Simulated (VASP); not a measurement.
# La (Im-3m) in VASP: a series of runs

La is run at these levels: revPBE; tasks: single point.

Program: VASP 6.6.1. These are calculated values, not measurements. Logs are shortened: lines on timing, memory, paths and dates and some standing lists are left out, and cuts for length are marked.

## (1) The cell of the first run

The structure is cubic, space group Im-3m (No. 229). The conventional cell has a = 4.248 Å, b = 4.248 Å, c = 4.248 Å, α = 90.00°, β = 90.00°, γ = 90.00°. Within 4.8 Å of La (site symmetry m-3m) lie 14 La at 3.68 to 4.25 Å.

This isn't the form of La at room conditions, which is double hcp.

## (2) Single point, revPBE

POSCAR

```
La
1.0
   -2.1238310710      2.1238310710      2.1238310710
    2.1238310710     -2.1238310710      2.1238310710
    2.1238310710      2.1238310710     -2.1238310710
La
1
Direct
    0.0000000000      0.0000000000      0.0000000000
```

INCAR.step1

```
GGA = RE
ISMEAR = 1
SIGMA = 0.1
LWAVE = False
LCHARG = True
NBANDS = 20
PREC = Accurate
LASPH = True
LREAL = False
ALGO = Normal
EDIFF = 1E-6
NELM = 200
GGA_COMPAT = False
ENCUT = 250
LMAXMIX = 6
```

KPOINTS.step1

```
k-points
0
Gamma
  10 10 10
```

INCAR.step2

```
GGA = RE
ISMEAR = -5
LWAVE = False
LCHARG = False
NBANDS = 20
PREC = Accurate
LASPH = True
LREAL = False
ALGO = Normal
EDIFF = 1E-6
NELM = 200
GGA_COMPAT = False
ENCUT = 250
LMAXMIX = 6
NEDOS = 2001
LORBIT = 11
EMIN = -9.3499
EMAX = 15.6501
ICHARG = 11
```

KPOINTS.step2

```
Automatic mesh
0
Gamma
  12 12 12
  0 0 0
```

Potentials or basis: VASP PAW PBE potentials, release 64 (La).

Command:

```bash
$ cat potpaw_PBE.64/La/POTCAR > POTCAR
$ cp INCAR.step1 INCAR
$ cp KPOINTS.step1 KPOINTS
$ mpirun -np 1 vasp_std > vasp.out
$ cp INCAR.step2 INCAR
$ cp KPOINTS.step2 KPOINTS
$ mpirun -np 1 vasp_std > vasp.out
```

OUTCAR:

```text
GGA = RE
   ISMEAR = -5
   PREC = Accurate
   LASPH = True
   LREAL = False
   EDIFF = 1E-6
   NELM = 200
   ENCUT = 250
   LORBIT = 11
   EMIN = -9.3499
   ICHARG = 11

 Found     72 irreducible k-points:

 Following reciprocal coordinates:
            Coordinates               Weight
  0.000000  0.000000  0.000000      1.000000
  0.083333  0.000000  0.000000     12.000000
  0.166667  0.000000  0.000000     12.000000
  0.250000  0.000000  0.000000     12.000000
  0.333333  0.000000  0.000000     12.000000
  0.416667  0.000000  0.000000     12.000000
   k-points           NKPTS =     72   k-points in BZ     NKDIM =     72   number of bands    NBANDS=     20
   number of dos      NEDOS =   2001   number of ions     NIONS =      1
   total plane-waves  NPLWV =   8000
   dimension x,y,z NGX =    20 NGY =   20 NGZ =   20
   dimension x,y,z NGXF=    40 NGYF=   40 NGZF=   40
   ions per type =               1
   NGX,Y,Z   is equivalent  to a cutoff of   9.04,  9.04,  9.04 a.u.
   NGXF,Y,Z  is equivalent  to a cutoff of  18.08, 18.08, 18.08 a.u.
 SYSTEM =  unknown system
   PREC   = accura    normal or accurate (medium, high low for compatibility)
   ISTART =      0    job   : 0-new  1-cont  2-samecut
   ICHARG =     11    charge: 1-file 2-atom 10-const
   ISPIN  =      1    spin polarized calculation?
   LNONCOLLINEAR =      F non collinear calculations
   LSORBIT =      F    spin-orbit coupling
   LASPH  =      T    aspherical Exc in radial PAW
   ENCUT  =  250.0 eV  18.37 Ry    4.29 a.u.   4.74  4.74  4.74*2*pi/ulx,y,z
   NELM   =    200;   NELMIN=  2; NELMDL=  0     # of ELM steps
   EDIFF  = 0.1E-05   stopping-criterion for ELM
   LREAL  =      F    real-space projection
   EDIFFG = 0.1E-04   stopping-criterion for IOM
   NSW    =      0    number of steps for IOM
   IBRION =     -1    ionic relax: 0-MD 1-quasi-New 2-CG
   NFREE  =      0    steps in history (QN), initial steepest desc. (CG)
   ISIF   =      2    stress and relaxation
   ISYM   =      2    0-nonsym 1-usesym 2-fastsym
   POTIM  = 0.5000    time-step for ionic-motion
   TEBEG  =    0.0;   TEEND  =   0.0 temperature during run

   SCALEE = 1.0000    scale energy and forces
   PSTRESS=    0.0 pullay stress
   NELECT =      11.0000    total number of electrons
   NUPDOWN=      -1.0000    fix difference up-down
   EMIN   =  -9.35;   EMAX   = 15.65  energy-range for DOS
   EFERMI =   0.00;   METHOD = LEGACY
   ISMEAR =    -5;   SIGMA  =   0.20  broadening in eV -4-tet -1-fermi 0-gaus
   EFERMI_NEDOS =   21; number of points for ismear=-14 and -15
   IALGO  =     38    algorithm
   IMIX   =      4    mixing-type and parameters
     AMIX     =   0.40;   BMIX     =  1.00
     AMIX_MAG =   1.60;   BMIX_MAG =  1.00
  volume/ion in A,a.u.               =      38.32       258.59
  Fermi-wavevector in a.u.,A,eV,Ry     =   1.079939  2.040788 15.868033  1.166268
  Thomas-Fermi vector in A             =   2.215917
   LORBIT       =     11    0 simple, 1 ext, 2 COOP (PROOUT), +10 PAW based schemes
   GGA     = RE    functional components
   LHFCALC =     F    Hartree Fock is set to
   AEXX    =    0.0000 exact exchange contribution
   IVDW    =     0    specifies the selected vdW correction
   LEPSILON=     F    determine dielectric tensor
   LRPA    =     F    only Hartree local field effects (RPA)

   CSHIFT  =0.1000    complex shift for real part using Kramers Kronig

   OMEGAMAX=  -1.0    maximum frequency
 non-spin polarized calculation
 Fermi weights with tetrahedron method with Bloechl corrections
  energy-cutoff  :      250.00
  volume of cell :       38.32
 maximum number of plane-waves:       370

 number of electron      10.9999990 magnetization

 Free energy of the ion-electron system (eV)
  ---------------------------------------------------
  ext. energy  EPLUGINS =         0.00000000
  ---------------------------------------------------
  free energy    TOTEN  =        -4.46714848 eV

  energy without entropy =       -4.46714848  energy(sigma->0) =       -4.46714848

 E-fermi :   7.6402     XC(G=0):  -9.3732

 val. band max:        7.6440053686   @ k =  -0.4167   0.5000   0.1667
 cond. band min:       7.5899968184   @ k =   0.1667   0.1667   0.1667
 fundamental gap:     -0.0540085501
 Fermi energy:         7.6401938808

 k-point     1 :       0.0000    0.0000    0.0000
  band No.  band energies     occupation
      1     -25.3145      2.00000
      2      -8.3737      2.00000
      3      -8.3737      2.00000
      4      -8.3737      2.00000
      5       4.4606      2.00000
      6       9.1042      0.00000
[... 9 lines left out ...]
     16      11.2679      0.00000
     17      11.2679      0.00000

 k-point     2 :       0.0833    0.0000    0.0000
  band No.  band energies     occupation
      1     -25.3027      2.00000
      2      -8.4684      2.00000
      3      -8.4019      2.00000
      4      -8.3754      2.00000
      5       4.6673      2.00000
      6       8.7771      0.00000
[... 9 lines left out ...]
     16      11.1596      0.00000
     17      11.3279      0.00000

 k-point     3 :       0.1667    0.0000    0.0000
  band No.  band energies     occupation
      1     -25.2697      2.00000
      2      -8.7161      2.00000
      3      -8.4761      2.00000
      4      -8.3784      2.00000
      5       5.2110      2.00000
      6       8.4027      0.00000
[... 9 lines left out ...]
     16      11.0280      0.00000
     17      11.4770      0.00000

 k-point     4 :       0.2500    0.0000    0.0000
  band No.  band energies     occupation
      1     -25.2241      2.00000
      2      -9.0352      2.00000
      3      -8.5750      2.00000
      4      -8.3826      2.00000
      5       5.8026      2.00000
      6       8.0399      0.00000
[... 9 lines left out ...]
     16      11.4203      0.00000
     17      11.6623      0.00000

 k-point     5 :       0.3333    0.0000    0.0000
  band No.  band energies     occupation
      1     -25.1778      2.00000
      2      -9.3358      2.00000
      3      -8.6714      2.00000
      4      -8.3870      2.00000
      5       6.0176      2.00000
      6       7.7415     -0.03923
[... 9 lines left out ...]
     16      11.8498      0.00000
     17      12.5611      0.00000

 k-point     6 :       0.4167    0.0000    0.0000
  band No.  band energies     occupation
      1     -25.1435      2.00000
      2      -9.5458      2.00000
      3      -8.7401      2.00000
      4      -8.3900      2.00000
      5       5.9403      2.00000
      6       7.5482      1.88634
[... 9 lines left out ...]
     16      12.0062      0.00000
     17      13.7225      0.00000

 [... further k-points ...]

 [bands above 17 left out]

------------------------ aborting loop because EDIFF is reached ----------------------------------------

  FORCE on cell =-STRESS in cart. coord.  units (eV):
  Direction    XX          YY          ZZ          XY          YZ          ZX
  --------------------------------------------------------------------------------------
  -------------------------------------------------------------------------------------
  Total       -0.0028614     -0.0028614     -0.0028614     -0.0000000     -0.0000000     -0.0000000
  in kB       -0.1196389     -0.1196389     -0.1196389     -0.0000000     -0.0000000     -0.0000000
  external PRESSURE =      -0.1196389 kB  Pullay stress =       0.0000000 kB

 VOLUME and BASIS-vectors are now :
 -----------------------------------------------------------------------------
  energy-cutoff  :      250.00
  volume of cell :       38.32
      direct lattice vectors                 reciprocal lattice vectors
    -2.123831071  2.123831071  2.123831071     0.000000000  0.235423620  0.235423620
     2.123831071 -2.123831071  2.123831071     0.235423620  0.000000000  0.235423620
     2.123831071  2.123831071 -2.123831071     0.235423620  0.235423620  0.000000000

 POSITION                                       TOTAL-FORCE (eV/Angst)
 -----------------------------------------------------------------------------------
      0.00000      0.00000      0.00000         0.000000     -0.000000      0.000000
 -----------------------------------------------------------------------------------
    total drift:                               -0.000000     -0.000000      0.000000

  FREE ENERGIE OF THE ION-ELECTRON SYSTEM (eV)
  ---------------------------------------------------
  free  energy   TOTEN  =        -4.4671484757 eV

  energy  without entropy=       -4.4671484757  energy(sigma->0) =       -4.46714848

 total charge

# of ion       s       p       d       f       tot
--------------------------------------------------
    1        2.060   5.567   0.870   0.073   8.571
```

OSZICAR.step1:

```text
N       E                     dE             d eps       ncg     rms          rms(c)
DAV:   1     0.516560970443E+02    0.51656E+02   -0.23168E+03  2144   0.356E+02
DAV:   2    -0.114077203472E+01   -0.52797E+02   -0.47468E+02  2024   0.105E+02
DAV:   3    -0.423538496019E+01   -0.30946E+01   -0.29985E+01  2256   0.282E+01
DAV:   4    -0.446002847609E+01   -0.22464E+00   -0.22319E+00  2944   0.608E+00
DAV:   5    -0.446151162354E+01   -0.14831E-02   -0.14830E-02  2352   0.462E-01    0.201E+00
DAV:   6    -0.445599549125E+01    0.55161E-02   -0.62067E-03  2468   0.357E-01    0.124E+00
DAV:   7    -0.445697055024E+01   -0.97506E-03   -0.37443E-02  2064   0.740E-01    0.179E-01
DAV:   8    -0.445876080749E+01   -0.17903E-02   -0.60221E-03  3012   0.224E-01    0.133E-01
DAV:   9    -0.445920645651E+01   -0.44565E-03   -0.19028E-03  2868   0.136E-01    0.258E-02
DAV:  10    -0.445918207442E+01    0.24382E-04   -0.63036E-05  2880   0.319E-02    0.106E-02
DAV:  11    -0.445918552563E+01   -0.34512E-05   -0.26648E-05  2440   0.195E-02    0.524E-03
DAV:  12    -0.445917735373E+01    0.81719E-05   -0.23333E-06  2300   0.845E-03    0.106E-03
DAV:  13    -0.445917660794E+01    0.74579E-06   -0.41073E-08  1096   0.110E-03
   1 F= -.44591766E+01 E0= -.44576906E+01  d E =-.445817E-02
```

Wall time 16 s (1 thread of Intel Xeon 6975P-C (Granite Rapids), shared host); peak memory 0.13 GiB.

Results:

* Valence electrons inside the program's atomic spheres: La 8.57
* Density of states at the Fermi level: 4.42 states/eV/atom

Levels at points of the mesh, in eV from the Fermi level:
```
           k point  band 2  band 3  band 4  band 5  band 6  band 7  band 8  band 9
(0.00, 0.00, 0.00)  -16.01  -16.01  -16.01   -3.18    1.46    1.46    1.46    1.47
(0.50, 0.00, 0.00)  -17.26  -16.41  -16.03   -1.76   -0.16    1.47    1.52    1.79
(0.50, 0.50, 0.50)  -16.86  -16.86  -16.86   -1.80   -1.80    1.61    1.75    1.75
```

Caveat: the cutoff is under 1.25 times the usual one of these potentials, so pressure, stress and relaxed cells hold a basis-set (Pulay) error; the PAW data sets were made with another functional, which shifts forces and pressure a little; spin-orbit coupling is left out, which moves the levels of the heavy elements; tetrahedron occupations give inexact forces and stress in metals.

## (3) Single point, revPBE

POSCAR is that of step 2.

INCAR.step1, as its differences from that of step 2:

```diff
@@ -13,3 +13,3 @@
 GGA_COMPAT = False
-ENCUT = 250
+ENCUT = 440
 LMAXMIX = 6
```

KPOINTS.step1 is that of step 2.

INCAR.step2, as its differences from that of step 2:

```diff
@@ -12,8 +12,8 @@
 GGA_COMPAT = False
-ENCUT = 250
+ENCUT = 440
 LMAXMIX = 6
-NEDOS = 2001
+NEDOS = 4001
 LORBIT = 11
-EMIN = -9.3499
-EMAX = 15.6501
+EMIN = -9.3512
+EMAX = 15.6488
 ICHARG = 11
```

KPOINTS.step2

```
Automatic mesh
0
Gamma
  27 27 27
  0 0 0
```

Potentials or basis: VASP PAW PBE potentials, release 64 (La).

Command:

```bash
$ cat potpaw_PBE.64/La/POTCAR > POTCAR
$ cp INCAR.step1 INCAR
$ cp KPOINTS.step1 KPOINTS
$ mpirun -np 1 vasp_std > vasp.out
$ cp INCAR.step2 INCAR
$ cp KPOINTS.step2 KPOINTS
$ mpirun -np 1 vasp_std > vasp.out
```

It took 2 min on 1 thread of Intel Xeon 6975P-C (Granite Rapids), shared host; peak memory 0.49 GiB.

It converged, with:

| Quantity | Value |
| --- | --- |
| Valence electrons inside the program's atomic spheres | La 8.57 |
| Density of states at the Fermi level | 4.44 states/eV/atom |

Levels at points of the mesh, in eV from the Fermi level:
| k point | band 2 | band 3 | band 4 | band 5 | band 6 | band 7 | band 8 | band 9 |
| --- | --- | --- | --- | --- | --- | --- | --- | --- |
| (0.00, 0.00, 0.00) | -16.02 | -16.02 | -16.02 | -3.18 | 1.46 | 1.46 | 1.46 | 1.47 |

Caveat: the PAW data sets were made with another functional, which shifts forces and pressure a little; spin-orbit coupling is left out, which moves the levels of the heavy elements; tetrahedron occupations give inexact forces and stress in metals.
